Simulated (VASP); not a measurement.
# Os (P6_3/mmc) in VASP: settings compared, part 2 of 2

VASP 6.6.1. The steps go on from the part before.

## 3. Single point, SVWN5

This run uses another cell than the first one, of 13.70 Å³/atom.

INCAR reads:

```
SYSTEM = Os
  ALGO = Normal
  EDIFF = 1E-6
  ENCUT = 520
  GGA = VW
  ISIF = 2
  ISMEAR = -1
  LASPH = .True.
  LCHARG = .False.
  LREAL = .False.
  LWAVE = .False.
  NBANDS = 15
  NELM = 60
  PREC = Accurate
  SIGMA = 0.05
```

KPOINTS reads:

```
k-points
0
Gamma
  11 11 6
  0 0 0
```

POSCAR reads:

```
Os
1.0
    2.7157497827      0.0000000000      0.0000000000
   -1.3578748913      2.3519083021      0.0000000000
    0.0000000000      0.0000000000      4.2907078513
Os
2
Direct
    0.6666666667      0.3333333333      0.7500000000
    0.3333333333      0.6666666667      0.2500000000
```

Potentials or basis: VASP PAW PBE potentials, release 64 (Os).

Launch:

```console
$ cat potpaw_PBE.64/Os/POTCAR > POTCAR
$ mpirun -np 1 vasp_std > vasp.out
```

OUTCAR:

```text
SYSTEM = Os
   EDIFF = 1E-6
   ENCUT = 520
   GGA = VW
   ISIF = 2
   ISMEAR = -1
   LASPH = .True.
   LREAL = .False.
   NELM = 60
   PREC = Accurate

 ion  position               nearest neighbor table
   1  0.667  0.333  0.750-   2 2.66   2 2.66   2 2.66   2 2.66   2 2.66   2 2.66
   2  0.333  0.667  0.250-   1 2.66   1 2.66   1 2.66   1 2.66   1 2.66   1 2.66

  LATTYP: Found a hexagonal cell.
 ALAT       =     2.7157497827
 C/A-ratio  =     1.5799348963

  Lattice vectors:

 A1 = (   2.7157497827,   0.0000000000,   0.0000000000)
 A2 = (  -1.3578748913,   2.3519083021,   0.0000000000)
 A3 = (   0.0000000000,   0.0000000000,   4.2907078513)

Analysis of symmetry for initial positions (statically):
=====================================================================
 Subroutine PRICEL returns:
 Original cell was already a primitive cell.

 Routine SETGRP: Setting up the symmetry group for a
 hexagonal supercell.

 Subroutine GETGRP returns: Found 24 space group operations
 (whereof 12 operations were pure point group operations)
 out of a pool of 24 trial point group operations.

The static configuration has the point symmetry D_3d.
 The point group associated with its full space group is D_6h.

Analysis of symmetry for dynamics (positions and initial velocities):
=====================================================================
 Subroutine PRICEL returns:
 Original cell was already a primitive cell.

 Routine SETGRP: Setting up the symmetry group for a
 hexagonal supercell.

 Subroutine GETGRP returns: Found 24 space group operations
 (whereof 12 operations were pure point group operations)
 out of a pool of 24 trial point group operations.

The dynamic configuration has the point symmetry D_3d.
 The point group associated with its full space group is D_6h.

 Subroutine INISYM returns: Found 24 space group operations
[... 122 lines left out ...]
   GGA     = VW    functional components
   LHFCALC =     F    Hartree Fock is set to
   AEXX    =    0.0000 exact exchange contribution
   IVDW    =     0    specifies the selected vdW correction
   LEPSILON=     F    determine dielectric tensor
   LRPA    =     F    only Hartree local field effects (RPA)
 non-spin polarized calculation
  energy-cutoff  :      520.00
  volume of cell :       27.41
 maximum number of plane-waves:       752
   NGX = 11   NGY = 11   NGZ = 15

 number of electron      15.9999998 magnetization

 Free energy of the ion-electron system (eV)
  ---------------------------------------------------
  ext. energy  EPLUGINS =         0.00000000
  ---------------------------------------------------
  free energy    TOTEN  =       -25.49957506 eV

  energy without entropy =      -25.48681765  energy(sigma->0) =      -25.49319635

 E-fermi :   9.3855     XC(G=0): -14.2973

 val. band max:        9.3636306958   @ k =   0.3636   0.0000   0.3333
 cond. band min:       9.4499976429   @ k =   0.3636   0.0909   0.3333
 fundamental gap:      0.0863669471
 Fermi energy:         9.3854577326

 k-point     1 :       0.0000    0.0000    0.0000
  band No.  band energies     occupation
      1      -1.7153      2.00000
      2       1.4276      2.00000
      3       6.2727      2.00000
      4       6.2727      2.00000
      5       6.5283      2.00000
      6       7.1449      2.00000
      7       7.1449      2.00000
      8       7.8182      2.00000
      9       7.8182      2.00000
     10       9.5147      0.14019
     11      11.1789      0.00000
     12      11.1789      0.00000
     13      18.6999      0.00000
     14      23.6194      0.00000
[... 401 lines left out ...]
      2       3.0789      2.00000
      3       4.5291      2.00000
      4       4.7463      2.00000
      5       6.0226      2.00000
      6       6.6622      2.00000
      7       7.2700      2.00000
      8       8.2353      2.00000
      9       8.8692      1.99993
     10       9.2590      1.85231
     11      11.6386      0.00000
     12      15.1426      0.00000
     13      20.1816      0.00000
     14      24.8720      0.00000
     15      25.9353      0.00000

 [... further k-points ...]

------------------------ aborting loop because EDIFF is reached ----------------------------------------

  FORCE on cell =-STRESS in cart. coord.  units (eV):
  Direction    XX          YY          ZZ          XY          YZ          ZX
  --------------------------------------------------------------------------------------
  -------------------------------------------------------------------------------------
  Total        0.1568802      0.1568802      0.1654325      0.0000000      0.0000000      0.0000000
  in kB        9.1714861      9.1714861      9.6714651      0.0000000      0.0000000      0.0000000
  external PRESSURE =       9.3381458 kB  Pullay stress =       0.0000000 kB

 VOLUME and BASIS-vectors are now :
 -----------------------------------------------------------------------------
  energy-cutoff  :      520.00
  volume of cell :       27.41
      direct lattice vectors                 reciprocal lattice vectors
     2.715749783  0.000000000  0.000000000     0.368222436  0.212593322  0.000000000
    -1.357874891  2.351908302  0.000000000     0.000000000  0.425186645  0.000000000
     0.000000000  0.000000000  4.290707851     0.000000000  0.000000000  0.233061778

 POSITION                                       TOTAL-FORCE (eV/Angst)
 -----------------------------------------------------------------------------------
      1.35787      0.78397      3.21803         0.000000     -0.000000      0.000000
     -0.00000      1.56794      1.07268        -0.000000      0.000000      0.000000
 -----------------------------------------------------------------------------------
    total drift:                                0.000000     -0.000000     -0.000000

  FREE ENERGIE OF THE ION-ELECTRON SYSTEM (eV)
  ---------------------------------------------------
  free  energy   TOTEN  =       -25.4995750604 eV

  energy  without entropy=      -25.4868176494  energy(sigma->0) =      -25.49319635
```

Run time: 18 s. Hardware: 1 thread of Intel Xeon 8259CL, shared host; peak memory 0.14 GiB.

Results:

| Property | Result |
| --- | --- |
| Free energy | -25.4996 eV |
| Pressure | 0.9 GPa |
| Band gap on the k mesh | zero (bands 8 and 9 overlap by 4.02 eV) |

Caveat: the PAW data sets were made with another functional, which shifts forces and pressure a little; spin-orbit coupling is left out, which moves the levels of the heavy elements.

## 4. Single point, SVWN5

INCAR reads:

```
SYSTEM = Os
  ALGO = Normal
  EDIFF = 1E-6
  ENCUT = 520
  GGA = VW
  ISIF = 2
  ISMEAR = -1
  LASPH = .TRUE.
  LCHARG = .FALSE.
  LREAL = .FALSE.
  LWAVE = .FALSE.
  NBANDS = 15
  NELM = 80
  PREC = Accurate
  SIGMA = 0.05
```

KPOINTS reads:

```
k-points
0
G
  11 11 6
  0 0 0
```

POSCAR reads:

```
Os
1.0
    2.7341000000      0.0000000000      0.0000000000
   -1.3670500000      2.3678000565      0.0000000000
    0.0000000000      0.0000000000      4.3197000000
Os
2
Direct
    0.6666666667      0.3333333333      0.7500000000
    0.3333333333      0.6666666667      0.2500000000
```

Potentials or basis: VASP PAW PBE potentials, release 64 (Os).

Launch:

```console
$ cat potpaw_PBE.64/Os/POTCAR > POTCAR
$ mpirun -np 1 vasp_std > vasp.out
```

OUTCAR:

```text
SYSTEM = Os
   EDIFF = 1E-6
   ENCUT = 520
   GGA = VW
   ISIF = 2
   ISMEAR = -1
   LASPH = .TRUE.
   LREAL = .FALSE.
   NELM = 80
   PREC = Accurate

 ion  position               nearest neighbor table
   1  0.667  0.333  0.750-   2 2.68   2 2.68   2 2.68   2 2.68   2 2.68   2 2.68
   2  0.333  0.667  0.250-   1 2.68   1 2.68   1 2.68   1 2.68   1 2.68   1 2.68

  LATTYP: Found a hexagonal cell.
 ALAT       =     2.7341000000
 C/A-ratio  =     1.5799348963

  Lattice vectors:

 A1 = (   2.7341000000,   0.0000000000,   0.0000000000)
 A2 = (  -1.3670500000,   2.3678000565,   0.0000000000)
 A3 = (   0.0000000000,   0.0000000000,   4.3197000000)

Analysis of symmetry for initial positions (statically):
=====================================================================
 Subroutine PRICEL returns:
 Original cell was already a primitive cell.

 Routine SETGRP: Setting up the symmetry group for a
 hexagonal supercell.

 Subroutine GETGRP returns: Found 24 space group operations
 (whereof 12 operations were pure point group operations)
 out of a pool of 24 trial point group operations.

The static configuration has the point symmetry D_3d.
 The point group associated with its full space group is D_6h.

Analysis of symmetry for dynamics (positions and initial velocities):
=====================================================================
 Subroutine PRICEL returns:
 Original cell was already a primitive cell.

 Routine SETGRP: Setting up the symmetry group for a
 hexagonal supercell.

 Subroutine GETGRP returns: Found 24 space group operations
 (whereof 12 operations were pure point group operations)
 out of a pool of 24 trial point group operations.

The dynamic configuration has the point symmetry D_3d.
 The point group associated with its full space group is D_6h.

 Subroutine INISYM returns: Found 24 space group operations
[... 122 lines left out ...]
   GGA     = VW    functional components
   LHFCALC =     F    Hartree Fock is set to
   AEXX    =    0.0000 exact exchange contribution
   IVDW    =     0    specifies the selected vdW correction
   LEPSILON=     F    determine dielectric tensor
   LRPA    =     F    only Hartree local field effects (RPA)
 non-spin polarized calculation
  energy-cutoff  :      520.00
  volume of cell :       27.96
 maximum number of plane-waves:       768
   NGX = 11   NGY = 11   NGZ = 17

 number of electron      15.9999998 magnetization

 Free energy of the ion-electron system (eV)
  ---------------------------------------------------
  ext. energy  EPLUGINS =         0.00000000
  ---------------------------------------------------
  free energy    TOTEN  =       -25.48729310 eV

  energy without entropy =      -25.47409495  energy(sigma->0) =      -25.48069403

 E-fermi :   9.0754     XC(G=0): -14.1831

 val. band max:        9.0541340368   @ k =   0.3636  -0.0000   0.3333
 cond. band min:       9.1388426403   @ k =   0.3636   0.0909   0.3333
 fundamental gap:      0.0847086035
 Fermi energy:         9.0753770121

 k-point     1 :       0.0000    0.0000    0.0000
  band No.  band energies     occupation
      1      -1.8402      2.00000
      2       1.3138      2.00000
      3       6.0579      2.00000
      4       6.0579      2.00000
      5       6.3028      2.00000
      6       6.9009      2.00000
      7       6.9009      2.00000
      8       7.5535      2.00000
      9       7.5535      2.00000
     10       9.2004      0.15164
     11      10.8155      0.00000
     12      10.8155      0.00000
     13      18.1432      0.00000
     14      23.3169      0.00000
[... 401 lines left out ...]
      2       2.9303      2.00000
      3       4.3513      2.00000
      4       4.5674      2.00000
      5       5.8136      2.00000
      6       6.4326      2.00000
      7       7.0160      2.00000
      8       7.9606      2.00000
      9       8.5754      1.99991
     10       8.9510      1.84651
     11      11.2530      0.00000
     12      14.6709      0.00000
     13      19.6509      0.00000
     14      24.3058      0.00000
     15      25.4060      0.00000

 [... further k-points ...]

------------------------ aborting loop because EDIFF is reached ----------------------------------------

  FORCE on cell =-STRESS in cart. coord.  units (eV):
  Direction    XX          YY          ZZ          XY          YZ          ZX
  --------------------------------------------------------------------------------------
  -------------------------------------------------------------------------------------
  Total       -1.3663268     -1.3663268     -1.4637333     -0.0000000     -0.0000000      0.0000000
  in kB      -78.2802411    -78.2802411    -83.8609019     -0.0000000     -0.0000000      0.0000000
  external PRESSURE =     -80.1404614 kB  Pullay stress =       0.0000000 kB

 VOLUME and BASIS-vectors are now :
 -----------------------------------------------------------------------------
  energy-cutoff  :      520.00
  volume of cell :       27.96
      direct lattice vectors                 reciprocal lattice vectors
     2.734100000  0.000000000  0.000000000     0.365751070  0.211166479  0.000000000
    -1.367050000  2.367800057  0.000000000     0.000000000  0.422332957  0.000000000
     0.000000000  0.000000000  4.319700000     0.000000000  0.000000000  0.231497558

 POSITION                                       TOTAL-FORCE (eV/Angst)
 -----------------------------------------------------------------------------------
      1.36705      0.78927      3.23977         0.000000      0.000000      0.000000
     -0.00000      1.57853      1.07993        -0.000000     -0.000000      0.000000
 -----------------------------------------------------------------------------------
    total drift:                               -0.000000      0.000000     -0.000000

  FREE ENERGIE OF THE ION-ELECTRON SYSTEM (eV)
  ---------------------------------------------------
  free  energy   TOTEN  =       -25.4872931023 eV

  energy  without entropy=      -25.4740949541  energy(sigma->0) =      -25.48069403
```

Run time: 18 s. Hardware: 1 thread of Intel Xeon 8259CL, shared host; peak memory 0.14 GiB.

Results:

```
Free energy            : -25.4873 eV
Pressure               : -8.0 GPa
Band gap on the k mesh : zero (bands 8 and 9 overlap by 3.89 eV)
```

Caveat: the cell stands under tension; the PAW data sets were made with another functional, which shifts forces and pressure a little; spin-orbit coupling is left out, which moves the levels of the heavy elements.

## 5. Single point, LDA (13.14 Å³/atom)

This run uses another cell than the first one, of 13.14 Å³/atom.

INCAR reads:

```
  PREC = Accurate
  ENCUT = 520
  EDIFF = 1E-6
  ISMEAR = -1
  SIGMA = 0.05
  LREAL = False
  LASPH = True
  NELM = 80
  ALGO = Normal
  ISIF = 2
  LWAVE = False
  LCHARG = True
  GGA = CA
  LELF = True
  LVHAR = True
  NBANDS = 15
```

KPOINTS reads:

```
Automatic mesh
0
Gamma
  11 11 6
```

POSCAR reads:

```
Os
1.0
    2.6782863798      0.0000000000      0.0000000000
   -1.3391431899      2.3194640436      0.0000000000
    0.0000000000      0.0000000000      4.2315181138
Os
2
Direct
    0.6666666667      0.3333333333      0.7500000000
    0.3333333333      0.6666666667      0.2500000000
```

Potentials or basis: VASP PAW LDA potentials, release 64 (Os).

Launch:

```console
$ cat potpaw_LDA.64/Os/POTCAR > POTCAR
$ mpirun -np 1 vasp_std > vasp.out
```

Wall time 34 s (1 thread of Intel Xeon 8259CL, shared host); peak memory 0.14 GiB.

Results (log left out):

* Free energy: -25.2174 eV
* Pressure: 22.2 GPa
* Band gap on the k mesh: zero (bands 8 and 9 overlap by 4.29 eV)

Stress tensor (GPa, compression positive):
```
21.71  0.00  0.00
 0.00 21.71  0.00
 0.00  0.00 23.13
```

Levels at points of the mesh, in eV from the Fermi level:
| k point | band 6 | band 7 | band 8 | band 9 | band 10 | band 11 |
| --- | --- | --- | --- | --- | --- | --- |
| (0.00, 0.00, 0.00) | -2.38 | -2.38 | -1.66 | -1.66 | 0.23 | 1.90 |
| (0.00, 0.00, 0.50) | -3.52 | -3.52 | -3.52 | 1.05 | 1.05 | 1.05 |

Caveat: the cell stands under pressure; spin-orbit coupling is left out, which moves the levels of the heavy elements.

## 6. Summary

```csv
level,potentials or basis,cell,gap on the mesh (eV),pressure (GPa)
BLYP+D4,"VASP PAW PBE potentials, release 64 (Os)","a = 2.734, b = 2.734, c = 4.320 Å, angles 90.0, 90.0, 120.0°, 2 atoms",none,14.6
SVWN5,"VASP PAW PBE potentials, release 64 (Os)","a = 2.716, b = 2.716, c = 4.291 Å, angles 90.0, 90.0, 120.0°, 2 atoms",none,0.9
SVWN5,"VASP PAW PBE potentials, release 64 (Os)","a = 2.734, b = 2.734, c = 4.320 Å, angles 90.0, 90.0, 120.0°, 2 atoms",none,-8.0
LDA,"VASP PAW LDA potentials, release 64 (Os)","a = 2.678, b = 2.678, c = 4.232 Å, angles 90.0, 90.0, 120.0°, 2 atoms",none,22.2
```

Alike in all rows: task single point; no spin polarisation; k mesh 11 × 11 × 6; cutoff (eV) 520; smearing fermi-dirac 0.05 eV.

Caveats: spin-orbit coupling is left out, which moves the levels of the heavy elements; the PAW data sets were made with another functional, which shifts forces and pressure a little (at least some runs); the cell stands under pressure (at least some runs); the cell stands under tension (at least some runs).

Absolute energies hang on the potentials; compare differences alone.
